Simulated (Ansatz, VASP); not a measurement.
## HfO2: VASP beside Ansatz

```xyz
12
Lattice="5.2195 0.0000 0.0000 0.0000 5.0048 0.0000 0.0000 0.0000 5.0327" Properties=species:S:1:pos:R:3 pbc="T T T"
Hf    5.0472    3.6661    3.7314
Hf    2.7820    3.6661    1.2151
Hf    2.4375    1.3387    3.7314
Hf    0.1723    1.3387    1.2151
O     3.2994    4.6477    4.4251
O     4.5298    4.6477    1.9087
O     1.2211    2.7020    2.4776
O     1.3886    2.7020    4.9939
O     3.9984    2.3028    4.9939
O     3.8308    2.3028    2.4776
O     0.6896    0.3571    4.4251
O     1.9201    0.3571    1.9087
```

Alike in both runs: functional revPBE; k mesh 5 × 6 × 5; occupations fermi-dirac, width 0.05 eV; no spin polarisation.

```csv
,VASP,Ansatz
version,VASP 6.6.1,Ansatz 0.2.0
potentials or method,"VASP PAW PBE potentials, release 64 (Hf_pv, O)",Ansatz PAW
plane-wave cutoff (eV),520,420
valence electrons in the cell,88,152
task,single point,band structure
```

```csv
,VASP,Ansatz,Ansatz less VASP
gap on the k mesh at the Fermi level (eV),4.50,4.54,+0.048
least direct gap on the mesh (eV),4.69,4.73,+0.040
pressure (GPa),10.0,13.5,+3.52
"traceless stress, the component that is largest in VASP (GPa)",-0.23,-0.31,-0.082
rms of the force components (eV/Å),0.036,0.062,+0.0262
```

VASP's potentials were made for PBE, not for revPBE. Atom by atom the forces differ by 0.029 eV/Å (rms over components). VASP's potentials hold 88 valence electrons a cell and Ansatz's 152, so a difference there can come from the potentials and not from the codes.

Neither program's run includes spin-orbit coupling.
